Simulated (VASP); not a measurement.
Input of a VASP 6.6.1 run:

INCAR

```
SYSTEM = MgI2
PREC = Accurate
ENCUT = 520
EDIFF = 1E-6
ISMEAR = -1
SIGMA = 0.05
LREAL = .False.
LASPH = .True.
NELM = 100
ALGO = Normal
ISIF = 2
LWAVE = .False.
LCHARG = .False.
GGA = PE
NBANDS = 15
```

The input KPOINTS:

```
regular mesh
0
Gamma
  8 8 4
  0 0 0
```

POSCAR

```
MgI2
1.0
    4.0840471951      0.0000000000      0.0000000000
   -2.0420235975      3.5368886212      0.0000000000
    0.0000000000      0.0000000000      6.7870156286
I Mg
2 1
Direct
    0.6666666667      0.3333333333      0.7500000000
    0.3333333333      0.6666666667      0.2500000000
    0.0000000000      0.0000000000      0.0000000000
```

Potentials or basis: VASP PAW PBE potentials, release 64 (I, Mg).

Command:

```bash
$ cat potpaw_PBE.64/I/POTCAR potpaw_PBE.64/Mg/POTCAR > POTCAR
$ mpirun -np 1 vasp_std > vasp.out
```

(1) Estimate the largest force.

(2) What does it give for the pressure?

(3) Estimate the band gap on the k mesh.

Results:

(1) 0.074 eV/Å.

(2) 2.0 GPa.

(3) 3.51 eV (least direct gap 3.80 eV).

Caveat: spin-orbit coupling is left out, which moves the levels of the heavy elements; this functional lacks dispersion, which binds the layers, so the pressure and a relaxed spacing across them are unreliable.
